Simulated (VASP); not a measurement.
A run of VASP 6.6.1 is set up as follows.

The input INCAR:

```
PREC     = Accurate       # precision mode
ENCUT    = 520            # plane-wave cutoff, eV
EDIFF    = 1E-7           # SCF threshold, eV
ISMEAR   = 0              # smearing method
SIGMA    = 0.1            # smearing width, eV
LREAL    = False          # projectors in reciprocal space
LASPH    = True           # aspherical terms in the spheres
NELM     = 100            # most SCF steps
ALGO     = Fast           # electronic algorithm
ISIF     = 2              # what is computed and relaxed
LWAVE    = False          # write WAVECAR
LCHARG   = False          # write CHGCAR
GGA      = PS             # functional
NBANDS   = 22             # bands
```

File KPOINTS:

```
Automatic mesh
0
Gamma
  12 12 4
```

The input POSCAR:

```
Na
1.0
    3.6374601211      0.0000000000      0.0000000000
    0.0000000000      3.4706343938      0.0000000000
    0.0000000000      0.0000000000     11.8125439571
Na
4
Direct
    0.2500000000      0.2500000000      0.8814886327
    0.2500000000      0.7500000000      0.3814886327
    0.7500000000      0.2500000000      0.6185113673
    0.7500000000      0.7500000000      0.1185113673
```

Potentials or basis: VASP PAW PBE potentials, release 64 (Na_pv).

The run is started by

```sh
$ cat potpaw_PBE.64/Na_pv/POTCAR > POTCAR
$ mpirun -np 1 vasp_std > vasp.out
```

Problem. Estimate the band gap on the k mesh.

Solution. Zero (bands 14 and 15 overlap by 4.68 eV).

Problem. What does it give for the pressure?

Solution. 0.0 GPa.

Forces in eV/Å, atoms in the order of the input:
```
Na   0.000  0.000  0.003
Na   0.000  0.000  0.003
Na   0.000  0.000 -0.003
Na   0.000  0.000 -0.003
```

Caveat: the PAW data sets were made with another functional, which shifts forces and pressure a little.
